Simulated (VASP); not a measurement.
Input of a VASP 6.6.1 run:

File INCAR:

```
SYSTEM = KZnI3
  PREC = Accurate
  ENCUT = 520
  EDIFF = 1E-6
  ISMEAR = -1
  SIGMA = 0.02
  LREAL = .FALSE.
  LASPH = .TRUE.
  NELM = 100
  ALGO = Normal
  ISIF = 2
  LWAVE = .FALSE.
  LCHARG = .FALSE.
  GGA = PE
  NBANDS = 29
```

Contents of KPOINTS:

```
regular mesh
0
G
  4 4 4
  0 0 0
```

Contents of POSCAR:

```
KZnI3
1.0
    5.7516527440      0.0000000000      0.0000000000
    0.0000000000      5.7516527440      0.0000000000
    0.0000000000      0.0000000000      5.7516527440
K Zn I
1 1 3
Direct
    0.0000000000      0.0000000000      0.0000000000
    0.5000000000      0.5000000000      0.5000000000
    0.5000000000      0.5000000000      0.0000000000
    0.5000000000      0.0000000000      0.5000000000
    0.0000000000      0.5000000000      0.5000000000
```

Potentials or basis: VASP PAW PBE potentials, release 64 (K_sv, Zn, I).

Launch:

```sh
$ cat potpaw_PBE.64/K_sv/POTCAR potpaw_PBE.64/Zn/POTCAR potpaw_PBE.64/I/POTCAR > POTCAR
$ mpirun -np 1 vasp_std > vasp.out
```

Q: Estimate the pressure.

A: 0.0 GPa.

Q: What does it give for the band gap on the k mesh?

A: Zero (band 21 reaches 1.50 eV, above the bottom of band 22 at 0.97 eV).

Caveat: spin-orbit coupling is left out, which moves the levels of the heavy elements.
